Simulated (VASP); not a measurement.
**PbSe: single point with LDA**

PbSe:

```
Pb Se
1.0
     3.62645    0.00000    0.00000
     0.00000    3.62645    0.00000
     0.00000    0.00000    3.62645
Pb Se
1 1
Cartesian
  0.0000 0.0000 0.0000
  1.8132 1.8132 1.8132
```

```yaml
Program: VASP 6.6.1
Task: single point
Functional: LDA
Potentials_or_basis: VASP PAW LDA potentials, release 64 (Pb_d, Se)
Cutoff: 500 eV
k_mesh: 6 × 6 × 6
Occupations: fermi-dirac, width 0.05 eV
Spin: no spin polarisation
Dipole_correction: no
Further_INCAR_settings: ALGO = Normal; EDIFF = 1e-06; NBANDS = 17
```

| Item | Value |
| --- | --- |
| Pressure | 2.2 GPa |
| Band gap on the k mesh | zero (bands 10 and 11 overlap by 1.33 eV) |

Levels at points of the mesh, in eV from the Fermi level:
```csv
k point,band 8,band 9,band 10,band 11,band 12,band 13
"(0.00, 0.00, 0.00)",-1.77,-1.77,-1.77,5.04,5.04,6.98
"(0.50, 0.00, 0.00)",-0.27,-0.27,0.12,0.20,3.61,3.61
"(0.50, 0.50, 0.00)",-5.08,-5.08,-0.01,4.58,4.58,5.63
"(0.50, 0.50, 0.50)",-2.71,-2.71,-2.71,-0.97,-0.97,-0.97
```

Wall time 19 s on 1 thread of Intel Xeon 8259CL (shared host), peak memory 0.15 GiB.

Caveat: spin-orbit coupling is left out, which moves the levels of the heavy elements.
